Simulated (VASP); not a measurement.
Write the native input for VASP 6.6.1 that does the following.

```
Task                   : single point
Functional             : PBE
Potentials or basis    : VASP PAW PBE potentials, release 64 (Sn_d, C)
Cutoff                 : 520 eV
k mesh                 : 4 × 4 × 6
Occupations            : gaussian, width 0.1 eV
Spin                   : no spin polarisation
Dipole correction      : no
Further INCAR settings : ALGO = Normal; EDIFF = 1e-06; NBANDS = 31
```

The structure of SnC2 lies in POSCAR:

```
SnC2
1.0
    4.3366461671      0.0000000000      0.0000000000
    0.0000000000      5.4172678424      0.0000000000
    0.0000000000      0.0000000000      3.4891697487
Sn C
2 4
Direct
    0.5000000000      0.5000000000      0.5000000000
    0.0000000000      0.0000000000      0.0000000000
    0.3787151806      0.9261844565      0.5000000000
    0.8787151806      0.5738155435      0.0000000000
    0.6212848194      0.0738155435      0.5000000000
    0.1212848194      0.4261844565      0.0000000000
```

The input as run:

INCAR

```
PREC = Accurate
ENCUT = 520
EDIFF = 1E-6
ISMEAR = 0
SIGMA = 0.1
LREAL = F
LASPH = T
NELM = 80
ALGO = Normal
ISIF = 2
LWAVE = F
LCHARG = F
GGA = PE
NBANDS = 31
```

KPOINTS

```
Automatic mesh
0
Gamma
  4 4 6
```

Potentials or basis: VASP PAW PBE potentials, release 64 (Sn_d, C).

The run is started by

```bash
$ cat potpaw_PBE.64/Sn_d/POTCAR potpaw_PBE.64/C/POTCAR > POTCAR
$ mpirun -np 1 vasp_std > vasp.out
```

It gave:

```yaml
Pressure: 0.1 GPa
Largest_force: 0.069 eV/Å
Band_gap_on_the_k_mesh: zero (band 22 reaches 10.33 eV, above the bottom of band 23 at 6.78 eV)
```

Caveat: the k points lie up to 0.36 Å⁻¹ apart; spin-orbit coupling is left out, which moves the levels of the heavy elements.

Run time: 53 s on 1 thread of Intel(R) Xeon(R) Platinum 8559C (Emerald Rapids) (shared host), peak memory 0.22 GiB.
